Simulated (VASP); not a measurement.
Crystal: KBr.

```xyz
2
Lattice="0.0585 3.6883 3.6883 3.6883 0.0585 3.6883 3.7468 3.7468 0.0000" Properties=species:S:1:pos:R:3 pbc="T T T"
K     0.0000    0.0000    0.0266
Br    1.8734    1.8734    1.8175
```

This cell differs from its parent crystal: shear xy strain +3.2%.

Base run:

* Program: VASP 6.6.1
* Functional: HSE06
* Potentials or basis: VASP PAW PBE potentials, release 64 (K_sv, Br)
* Cutoff: 520 eV
* k mesh: 4 × 4 × 4
* Occupations: gaussian, width 0.01 eV
* Spin: no spin polarisation

Its results: band gap on the k mesh 5.37 eV (least direct gap 5.38 eV); pressure 0.2 GPa.

Q: The run is repeated on the same cell with these changes: functional from HSE06 to r2SCAN; k mesh from 4 × 4 × 4 to 6 × 6 × 6. What comes out?

A: Band gap on the k mesh 4.82 eV (least direct gap 4.83 eV); pressure 0.0 GPa.

Several settings changed at once.

Caveats: the structure was generated, so it needn't be the stable form of KBr; the PAW data sets were made with another functional, which shifts forces and pressure a little.

A k mesh can miss the band edges.
